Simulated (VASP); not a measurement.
# Li (P6_3/mmc) in VASP: notebook

Li is run at these levels: PBE; tasks: relaxation of shape and atoms at fixed volume, relaxation of cell and atoms.

Program: VASP 6.6.1. These are calculated values, not measurements. Logs are shortened: lines on timing, memory, paths and dates and some standing lists are left out, and cuts for length are marked.

## 1. The cell of the first run

The structure is hexagonal, space group P6_3/mmc (No. 194). Conventional cell: a = 2.806 Å, b = 2.806 Å, c = 8.886 Å, α = 90.00°, β = 90.00°, γ = 120.00°. Li (site symmetry -3m) has 12 Li at 2.75 to 2.81 Å within 3.6 Å. Within 3.6 Å of Li (site symmetry -6m2) lie 12 Li at 2.75 to 2.81 Å.

## 2. Relaxation of shape and atoms at fixed volume, PBE

The input, INCAR:

```
PREC = Accurate
ENCUT = 600
EDIFF = 1E-6
ISMEAR = -1
SIGMA = 0.05
LREAL = False
LASPH = True
NELM = 60
ALGO = Normal
ISIF = 4
LWAVE = False
LCHARG = False
GGA = PE
IBRION = 2
NSW = 50
EDIFFG = -0.005
```

The input, KPOINTS:

```
Automatic mesh
0
Gamma
  10 10 6
```

The input, POSCAR:

```
Li
1.0
    2.8061906677      0.0000000000      0.0000000000
   -1.4030953338      2.4302324061      0.0000000000
    0.0000000000      0.0000000000      8.8858788920
Li
4
Direct
    0.0000000000      0.0000000000      0.0000000000
    0.0000000000      0.0000000000      0.5000000000
    0.3333333333      0.6666666667      0.2500000000
    0.6666666667      0.3333333333      0.7500000000
```

Potentials or basis: VASP PAW PBE potentials, release 64 (Li_sv).

Run with:

```sh
cat potpaw_PBE.64/Li_sv/POTCAR > POTCAR
mpirun -np 1 vasp_std > vasp.out
```

OUTCAR:

```text
PREC = Accurate
   ENCUT = 600
   EDIFF = 1E-6
   ISMEAR = -1
   LREAL = False
   LASPH = True
   NELM = 60
   ISIF = 4
   GGA = PE
   IBRION = 2
   NSW = 50
   EDIFFG = -0.005

 ion  position               nearest neighbor table
   1  0.000  0.000  0.000-
   2  0.000  0.000  0.500-
   3  0.333  0.667  0.250-
   4  0.667  0.333  0.750-

  LATTYP: Found a hexagonal cell.
 ALAT       =     2.8061906677
 C/A-ratio  =     3.1665271338

  Lattice vectors:

 A1 = (   2.8061906677,   0.0000000000,   0.0000000000)
 A2 = (  -1.4030953338,   2.4302324061,   0.0000000000)
 A3 = (   0.0000000000,   0.0000000000,   8.8858788920)

Analysis of symmetry for initial positions (statically):
=====================================================================
 Subroutine PRICEL returns:
 Original cell was already a primitive cell.

 Routine SETGRP: Setting up the symmetry group for a
 hexagonal supercell.

 Subroutine GETGRP returns: Found 24 space group operations
 (whereof 12 operations were pure point group operations)
 out of a pool of 24 trial point group operations.

The static configuration has the point symmetry D_3d.
 The point group associated with its full space group is D_6h.

Analysis of symmetry for dynamics (positions and initial velocities):
=====================================================================
 Subroutine PRICEL returns:
 Original cell was already a primitive cell.

 Routine SETGRP: Setting up the symmetry group for a
 hexagonal supercell.

 Subroutine GETGRP returns: Found 24 space group operations
 (whereof 12 operations were pure point group operations)
 out of a pool of 24 trial point group operations.

The dynamic configuration has the point symmetry D_3d.
 The point group associated with its full space group is D_6h.

 Subroutine INISYM returns: Found 24 space group operations
 (whereof 12 operations are pure point group operations),
 and found     1 'primitive' translations

----------------------------------------------------------------------------------------

                                     Primitive cell

  volume of cell :      60.5990

  direct lattice vectors                    reciprocal lattice vectors
     2.806190668  0.000000000  0.000000000     0.356354973  0.205741640  0.000000000
[... 106 lines left out ...]
   EFERMI_NEDOS =   21; number of points for ismear=-14 and -15
   IALGO  =     38    algorithm
   IMIX   =      4    mixing-type and parameters
     AMIX     =   0.40;   BMIX     =  1.00
     AMIX_MAG =   1.60;   BMIX_MAG =  1.00
  volume/ion in A,a.u.               =      15.15       102.24
  Fermi-wavevector in a.u.,A,eV,Ry     =   0.954216  1.803207 12.388493  0.910529
  Thomas-Fermi vector in A             =   2.082943
   LORBIT       =      0    0 simple, 1 ext, 2 COOP (PROOUT), +10 PAW based schemes
   GGA     = PE    functional components
   LHFCALC =     F    Hartree Fock is set to
   AEXX    =    0.0000 exact exchange contribution
   IVDW    =     0    specifies the selected vdW correction
   LEPSILON=     F    determine dielectric tensor
   LRPA    =     F    only Hartree local field effects (RPA)
 conjugate gradient relaxation of ions
 non-spin polarized calculation
  energy-cutoff  :      600.00
  volume of cell :       60.60
 maximum number of plane-waves:      2058
 NGX is ok and might be reduce to    24
   NGX = 11   NGY = 11   NGZ = 35

--------------------------------------- Ionic step        1  -------------------------------------------

 number of electron      12.0000005 magnetization

 Free energy of the ion-electron system (eV)
  ---------------------------------------------------
  ext. energy  EPLUGINS =         0.00000000
  ---------------------------------------------------
  free energy    TOTEN  =        -7.29864032 eV

  energy without entropy =       -7.28492146  energy(sigma->0) =       -7.29178089

------------------------ aborting loop because EDIFF is reached ----------------------------------------

  FORCE on cell =-STRESS in cart. coord.  units (eV):
  Direction    XX          YY          ZZ          XY          YZ          ZX
  --------------------------------------------------------------------------------------
  -------------------------------------------------------------------------------------
  Total        2.3962351      2.3962351      2.3070664      0.0000000      0.0000000      0.0000000
  in kB       63.3540862     63.3540862     60.9965531      0.0000000      0.0000000      0.0000000
  external PRESSURE =      62.5682419 kB  Pullay stress =       0.0000000 kB
[... 63 lines left out ...]
--------------------------------------- Ionic step        3  -------------------------------------------

 number of electron      12.0000001 magnetization

 Free energy of the ion-electron system (eV)
  ---------------------------------------------------
  ext. energy  EPLUGINS =         0.00000000
  ---------------------------------------------------
  free energy    TOTEN  =        -7.29880846 eV

  energy without entropy =       -7.28553445  energy(sigma->0) =       -7.29217145

 E-fermi :   1.5188     XC(G=0):  -7.7943

 val. band max:        1.5007719467   @ k =   0.2000   0.2000   0.1667
 cond. band min:       1.5230378613   @ k =   0.3000   0.0000   0.3333
 fundamental gap:      0.0222659145
 Fermi energy:         1.5187925836

 k-point     1 :       0.0000    0.0000    0.0000
  band No.  band energies     occupation
      1     -44.5347      2.00000
      2     -44.5052      2.00000
      3     -44.5022      2.00000
      4     -44.4725      2.00000
      5      -2.3526      2.00000
      6      -1.0758      2.00000
      7      -1.0745      2.00000
      8       1.6396      0.16393
      9       5.8714      0.00000
     10      11.9887      0.00000
[... 287 lines left out ...]
 k-point    24 :       0.4000    0.1000    0.1667
  band No.  band energies     occupation
      1     -44.4813      2.00000
      2     -44.4747      2.00000
      3     -44.4687      2.00000
      4     -44.4620      2.00000
      5       1.1374      1.99903
      6       1.8470      0.00281
      7       2.4928      0.00000
      8       3.4956      0.00000
      9       5.9789      0.00000
     10       6.2852      0.00000

 [... further k-points ...]

------------------------ aborting loop because EDIFF is reached ----------------------------------------

  FORCE on cell =-STRESS in cart. coord.  units (eV):
  Direction    XX          YY          ZZ          XY          YZ          ZX
  --------------------------------------------------------------------------------------
  -------------------------------------------------------------------------------------
  Total        2.3735508      2.3735508      2.3498534      0.0000000     -0.0000000      0.0000000
  in kB       62.7543361     62.7543361     62.1277996      0.0000000     -0.0000000      0.0000000
  external PRESSURE =      62.5454906 kB  Pullay stress =       0.0000000 kB
[... 19 lines left out ...]
  FREE ENERGIE OF THE ION-ELECTRON SYSTEM (eV)
  ---------------------------------------------------
  free  energy   TOTEN  =        -7.2988084576 eV

  energy  without entropy=       -7.2855344492  energy(sigma->0) =       -7.29217145

 reached required accuracy - stopping structural energy minimisation
```

OSZICAR:

```text
N       E                     dE             d eps       ncg     rms          rms(c)
DAV:   1     0.319112737316E+02    0.31911E+02   -0.58845E+03  1120   0.130E+03
DAV:   2     0.213137257978E+01   -0.29780E+02   -0.28816E+02  1248   0.203E+02
DAV:   3    -0.702603618884E+01   -0.91574E+01   -0.90913E+01  2154   0.662E+01
[... 18 lines left out ...]
DAV:   1    -0.729873880799E+01   -0.39258E-04   -0.21411E-02  1168   0.201E+00    0.106E-01
DAV:   2    -0.729877042779E+01   -0.31620E-04   -0.15677E-04  1518   0.147E-01    0.655E-02
DAV:   3    -0.729881105453E+01   -0.40627E-04   -0.85192E-06  1462   0.360E-02    0.210E-03
DAV:   4    -0.729880910552E+01    0.19490E-05   -0.20184E-07   742   0.584E-03    0.621E-04
DAV:   5    -0.729880845763E+01    0.64790E-06   -0.68322E-08   640   0.344E-03
   3 F= -.72988085E+01 E0= -.72921715E+01  d E =-.168135E-03
```

CONTCAR:

```text
Li
   1.00000000000000
     2.8102202821908695    0.0000000000066742    0.0000000000000000
    -1.4051101410395830    2.4337221546153045   -0.0000000000000000
     0.0000000000000000    0.0000000000000000    8.8604139882393920
  Li
     4
Direct
     0.0000000000000000    1.0000000000000000    1.0000000000000000
     0.0000000000000000    1.0000000000000000    0.5000000000000000
     0.3333333332999970    0.6666666667000030    0.2500000000000000
     0.6666666667000030    0.3333333332999970    0.7500000000000000

  0.00000000E+00  0.00000000E+00  0.00000000E+00
  0.00000000E+00  0.00000000E+00  0.00000000E+00
  0.00000000E+00  0.00000000E+00  0.00000000E+00
  0.00000000E+00  0.00000000E+00  0.00000000E+00
```

Run time: 71 s. Hardware: 1 thread of Oxide Virtual Turin-like, shared host; peak memory 0.16 GiB.

What came out:

- Free energy: -7.2988 eV
- Energy gained by relaxing: 0.0 meV/atom
- Ionic steps: 3
- Pressure after relaxing: 6.3 GPa
- Band gap on the k mesh: zero (band 6 reaches 3.19 eV, above the bottom of band 7 at -1.07 eV)

Step by step:
```
step  energy change (eV)  largest force (eV/Å)  pressure (GPa)  volume (Å³)
   1              0.0000                0.0000            6.26        60.60
   2             -0.0001                0.0000            6.26        60.60
   3             -0.0002                0.0000            6.25        60.60
```

Final structure:
```xyz
4
Lattice="2.8102 0.0000 0.0000 -1.4051 2.4337 0.0000 0.0000 0.0000 8.8604" Properties=species:S:1:pos:R:3 pbc="T T T"
Li   -1.4051    2.4337    8.8604
Li   -1.4051    2.4337    4.4302
Li    0.0000    1.6225    2.2151
Li    1.4051    0.8112    6.6453
```

Levels at points of the mesh, in eV from the Fermi level:
```tsv
k point	band 2	band 3	band 4	band 5	band 6	band 7	band 8	band 9	band 10
(0.00, 0.00, 0.00)	-46.02	-46.02	-45.99	-3.87	-2.59	-2.59	0.12	4.35	10.47
(0.50, 0.00, 0.00)	-45.99	-45.99	-45.98	-0.22	0.56	0.70	1.54	4.39	4.41
(0.00, 0.00, 0.50)	-46.04	-46.00	-46.00	-3.55	-3.55	-1.07	-1.07	6.41	6.41
(0.50, 0.00, 0.50)	-46.00	-45.98	-45.98	0.01	0.01	1.28	1.28	4.69	4.69
```

Caveat: the cutoff is under 1.25 times the usual one of these potentials, so pressure, stress and relaxed cells hold a basis-set (Pulay) error.

## 3. Relaxation of shape and atoms at fixed volume, PBE

This run uses another cell than the first one, of 17.17 Å³/atom, 1.133 times its volume.

The input, INCAR:

```
SYSTEM = Li
PREC = Accurate ; ENCUT = 600
EDIFF = 1E-6 ; ISMEAR = -1
SIGMA = 0.05 ; LREAL = .FALSE.
LASPH = .TRUE. ; NELM = 60
ALGO = Normal ; ISIF = 4
LWAVE = .FALSE. ; LCHARG = .FALSE.
GGA = PE ; IBRION = 2
NSW = 50 ; EDIFFG = -0.005
```

The input, KPOINTS:

```
Automatic mesh
0
G
  10 10 6
  0 0 0
```

The input, POSCAR:

```
Li
1.0
    2.9257444965      0.0000000000      0.0000000000
   -1.4628722482      2.5337690590      0.0000000000
    0.0000000000      0.0000000000      9.2644493349
Li
4
Direct
    0.0000000000      0.0000000000      0.0000000000
    0.0000000000      0.0000000000      0.5000000000
    0.3333333333      0.6666666667      0.2500000000
    0.6666666667      0.3333333333      0.7500000000
```

Potentials or basis: VASP PAW PBE potentials, release 64 (Li_sv).

Run with:

```sh
cat potpaw_PBE.64/Li_sv/POTCAR > POTCAR
mpirun -np 1 vasp_std > vasp.out
```

Run time: 62 s. Hardware: 1 thread of Oxide Virtual Turin-like, shared host; peak memory 0.17 GiB.

It converged, with:

* Free energy: -7.5306 eV
* Energy gained by relaxing: 0.0 meV/atom
* Ionic steps: 3
* Pressure after relaxing: 2.8 GPa
* Band gap on the k mesh: zero (band 6 reaches 2.69 eV, above the bottom of band 7 at -1.41 eV)

Final structure:
```
CELL_PARAMETERS angstrom
2.92783 0.00000 0.00000
-1.46392 2.53558 0.00000
0.00000 0.00000 9.25124
ATOMIC_POSITIONS crystal
Li 0.00000 0.00000 0.00000
Li 0.00000 0.00000 0.50000
Li 0.33333 0.66667 0.25000
Li 0.66667 0.33333 0.75000
```

Levels at points of the mesh, in eV from the Fermi level:
```tsv
k point	band 3	band 4	band 5	band 6	band 7	band 8	band 9	band 10
(0.00, 0.00, 0.00)	-46.21	-46.19	-3.73	-2.50	-2.50	0.15	3.82	9.57
(0.50, 0.00, 0.00)	-46.19	-46.18	-0.16	0.52	0.70	1.41	3.91	3.92
(0.00, 0.00, 0.50)	-46.20	-46.20	-3.43	-3.43	-1.03	-1.03	5.79	5.79
(0.50, 0.00, 0.50)	-46.19	-46.19	0.06	0.06	1.17	1.17	4.22	4.22
```

Caveat: the cutoff is under 1.25 times the usual one of these potentials, so pressure, stress and relaxed cells hold a basis-set (Pulay) error.

## 4. Relaxation of cell and atoms, PBE

This run uses another cell than the first one, of 20.19 Å³/atom, 1.333 times its volume.

The input, INCAR:

```
SYSTEM = Li
ALGO     = Normal         ! electronic algorithm
EDIFF    = 1E-7           ! SCF threshold, eV
EDIFFG   = -0.005         ! ionic threshold
ENCUT    = 600            ! plane-wave cutoff, eV
GGA      = PE             ! functional
IBRION   = 2              ! ionic algorithm
ISIF     = 3              ! what is computed and relaxed
ISMEAR   = -1             ! smearing method
LASPH    = .TRUE.         ! aspherical terms in the spheres
LCHARG   = .FALSE.        ! write CHGCAR
LREAL    = .FALSE.        ! projectors in reciprocal space
LWAVE    = .FALSE.        ! write WAVECAR
NELM     = 60             ! most SCF steps
NSW      = 60             ! ionic steps
PREC     = Accurate       ! precision mode
SIGMA    = 0.05           ! smearing width, eV
```

The input, KPOINTS:

```
k-points
0
G
  10 10 6
  0 0 0
```

The input, POSCAR:

```
Li
1.0
    4.0345919223      0.0000000000      0.0000000000
   -2.0172959611      3.4940590986      0.0000000000
    0.0000000000      0.0000000000      5.7291205296
Li
4
Direct
    0.0000000000      0.0000000000      0.0000000000
    0.0000000000      0.0000000000      0.5000000000
    0.3333333333      0.6666666667      0.2500000000
    0.6666666667      0.3333333333      0.7500000000
```

Run with:

```sh
cat potpaw_PBE.64/Li_sv/POTCAR > POTCAR
mpirun -np 1 vasp_std > vasp.out
```

Wall time 10 min (1 thread of Oxide Virtual Turin-like, shared host); peak memory 0.19 GiB.

The run converged. Its results:

```yaml
Free_energy: -7.1693 eV
Relaxed_volume: 18.53 Å³/atom
Relaxed_cell: a = 3.357 Å, b = 3.357 Å, c = 7.596 Å, α = 90.00°, β = 90.00°, γ = 120.00°
Space_group_after_relaxing_to_0.05_Å: P6_3/mmc (No. 194)
Energy_gained_by_relaxing: 82.9 meV/atom
Ionic_steps: 17
Pressure_after_relaxing: 0.0 GPa
Band_gap_on_the_k_mesh: zero (band 6 reaches 1.69 eV, above the bottom of band 7 at -0.82 eV)
```

Step by step:
```tsv
step	energy change (eV)	largest force (eV/Å)	pressure (GPa)	volume (Å³)
1	0.0000	0.0000	0.90	80.76
2	-0.0155	0.0000	0.65	82.09
3	-0.0513	0.0000	0.01	86.10
4	-0.0766	0.0000	-1.04	94.27
5	-0.0947	0.0000	-1.16	94.33
6	-0.1427	0.0000	-1.58	94.24
7	-0.1615	0.0000	-2.80	92.90
8	-0.1668	0.0000	-2.01	93.86
9	-0.2113	0.0000	-1.84	90.43
10	-0.3093	0.0000	-1.02	80.32
11	-0.1578	0.0000	3.33	61.18
12	-0.3279	0.0000	-0.50	76.37
13	-0.3312	0.0000	-0.10	73.94
14	-0.3312	0.0000	-0.17	74.33
15	-0.3315	0.0000	-0.08	74.26
16	-0.3315	0.0000	-0.06	74.25
17	-0.3316	0.0000	-0.03	74.12
```

Final structure:
```cif
data_structure
_symmetry_space_group_name_H-M 'P 1'
_symmetry_Int_Tables_number 1
_cell_length_a 3.3568
_cell_length_b 3.3568
_cell_length_c 7.5956
_cell_angle_alpha 90.000
_cell_angle_beta 90.000
_cell_angle_gamma 120.000
_cell_volume 74.12
loop_
_atom_site_label
_atom_site_type_symbol
_atom_site_fract_x
_atom_site_fract_y
_atom_site_fract_z
_atom_site_occupancy
Li1 Li 0.00000 0.00000 0.00000 1
Li2 Li 0.00000 0.00000 0.50000 1
Li3 Li 0.33333 0.66667 0.25000 1
Li4 Li 0.66667 0.33333 0.75000 1
```

Levels at points of the mesh, in eV from the Fermi level:
```csv
k point,band 3,band 4,band 5,band 6,band 7,band 8,band 9,band 10
"(0.00, 0.00, 0.00)",-46.54,-46.52,-3.59,-1.70,-1.69,3.03,6.64,9.13
"(0.50, 0.00, 0.00)",-46.54,-46.54,-0.75,-0.14,0.58,1.01,3.36,3.51
"(0.00, 0.00, 0.50)",-46.53,-46.53,-3.12,-3.12,0.72,0.72,9.55,9.55
"(0.50, 0.00, 0.50)",-46.54,-46.54,-0.46,-0.46,0.69,0.69,4.34,4.34
```

Caveat: the cutoff is under 1.25 times the usual one of these potentials, so pressure, stress and relaxed cells hold a basis-set (Pulay) error.

## 5. Overview

| task | cell | gap on the mesh (eV) | pressure (GPa) |
| --- | --- | --- | --- |
| relaxation of shape and atoms at fixed volume | relaxed from a = 2.806, b = 2.806, c = 8.886 Å, angles 90.0, 90.0, 120.0°, 4 atoms | none | 6.3 |
| relaxation of shape and atoms at fixed volume | relaxed from a = 2.926, b = 2.926, c = 9.264 Å, angles 90.0, 90.0, 120.0°, 4 atoms | none | 2.8 |
| relaxation of cell and atoms | relaxed from a = 4.035, b = 4.035, c = 5.729 Å, angles 90.0, 90.0, 120.0°, 4 atoms | none | 0.0 |

Alike in all rows: level PBE; potentials or basis VASP PAW PBE potentials, release 64 (Li_sv); no spin polarisation; k mesh 10 × 10 × 6; cutoff (eV) 600; smearing fermi-dirac 0.05 eV.

Caveats: the cutoff is under 1.25 times the usual one of these potentials, so pressure, stress and relaxed cells hold a basis-set (Pulay) error.

Absolute energies hang on the potentials; compare differences alone.
